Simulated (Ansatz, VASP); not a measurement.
SnSe: VASP beside Ansatz

POSCAR

```
SnSe
1.0
    0.0000000000      3.0100000000      3.0100000000
    3.0100000000      0.0000000000      3.0100000000
    3.0100000000      3.0100000000      0.0000000000
Sn Se
1 1
Direct
    0.0000000000      0.0000000000      0.0000000000
    0.5000000000      0.5000000000      0.5000000000
```

File INCAR.step1:

```
SYSTEM = SnSe
PREC = Accurate
ENCUT = 600
ISMEAR = 0
SIGMA = 0.02
LREAL = .False.
LASPH = .True.
NELM = 80
GGA = PE
ALGO = Normal
EDIFF = 1E-4
LWAVE = .True.
LCHARG = .False.
```

INCAR.step2

```
SYSTEM = SnSe
PREC = Accurate
ENCUT = 600
EDIFF = 1E-6
ISMEAR = 0
SIGMA = 0.02
LREAL = .False.
LASPH = .True.
NELM = 80
ALGO = Normal
ISIF = 3
LWAVE = .False.
LCHARG = .False.
METAGGA = R2SCAN
LMIXTAU = .True.
IBRION = 2
NSW = 100
EDIFFG = -0.005
ISTART = 1
```

KPOINTS

```
regular mesh
0
Gamma
  10 10 10
  0 0 0
```

Input for Ansatz:

```yaml
crystal:
  lattice:
    - [0.0, 3.01, 3.01]
    - [3.01, 0.0, 3.01]
    - [3.01, 3.01, 0.0]
  atoms:
    - { symbol: Sn, position: [0.0, 0.0, 0.0] }
    - { symbol: Se, position: [0.5, 0.5, 0.5] }
basis:
  ecutwfc: 500
kpoints:
  mp_grid: { grid: [10, 10, 10] }
hamiltonian:
  xc: r2scan
scf:
  occupations: { method: gaussian, width: 0.02 }
output:
  forces: true
  stress: true
  eigenvalues: true
  write_density: true
  write_potential: true
  elf: true
  volumetric_format: npy
relax:
  adjacent_minimum: "off"
  f_tol: 0.005
  max_steps: 80
  cell: { stress_tol: 0.05 }
```

Alike in both runs: task relaxation of cell and atoms; functional r2SCAN; k mesh 10 × 10 × 10; occupations gaussian, width 0.02 eV; no spin polarisation.

|  | VASP | Ansatz |
| --- | --- | --- |
| version | VASP 6.6.1 | Ansatz 0.2.0 |
| potentials or method | VASP PAW PBE potentials, release 64 (Sn_d, Se), cutoff 600 eV | scalar-relativistic, plane waves, PAW |
| valence electrons in the cell | 20 | 30 |

|  | VASP | Ansatz | Ansatz less VASP |
| --- | --- | --- | --- |
| gap on the k mesh at the Fermi level, each at its own relaxed structure (eV) | 0.45 | 0.46 | +0.001 |
| relaxed volume (Å³/atom) | 27.27 | 27.27 | 0.000 |
| relaxed length of the cell vector where the two differ most in proportion (Å) | 4.257 | 4.257 | 0.0000 |

VASP's potentials were made for PBE, not for r2SCAN. VASP's potentials hold 20 valence electrons a cell and Ansatz's 30, so a difference there can come from the potentials and not from the codes.

Noted on VASP's run: the relaxation stopped at its first step, so nothing moved.
